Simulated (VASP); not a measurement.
Input of a VASP 6.6.1 run:

File INCAR:

```
SYSTEM = SiC
PREC = Accurate
ENCUT = 520
EDIFF = 1E-6
ISMEAR = 0
SIGMA = 0.02
LREAL = .FALSE.
LASPH = .TRUE.
NELM = 100
ALGO = Normal
ISIF = 2
LWAVE = .FALSE.
LCHARG = .FALSE.
GGA = PS
NBANDS = 11
```

File KPOINTS:

```
regular mesh
0
G
  10 10 10
  0 0 0
```

File POSCAR:

```
SiC
1.0
    0.0000000000      2.1783973946      2.1783973946
    2.1783973946      0.0000000000      2.1783973946
    2.1783973946      2.1783973946      0.0000000000
Si C
1 1
Direct
    0.2500000000      0.2500000000      0.2500000000
    0.0000000000      0.0000000000      0.0000000000
```

Potentials or basis: VASP PAW PBE potentials, release 64 (Si, C).

Command:

```sh
$ cat potpaw_PBE.64/Si/POTCAR potpaw_PBE.64/C/POTCAR > POTCAR
$ mpirun -np 1 vasp_std > vasp.out
```

(1) Predict the band gap on the k mesh.

(2) What does it give for the pressure?

## Answers

(1) 1.23 eV, indirect (least direct gap 4.44 eV).

(2) 0.4 GPa.

Caveat: the PAW data sets were made with another functional, which shifts forces and pressure a little.
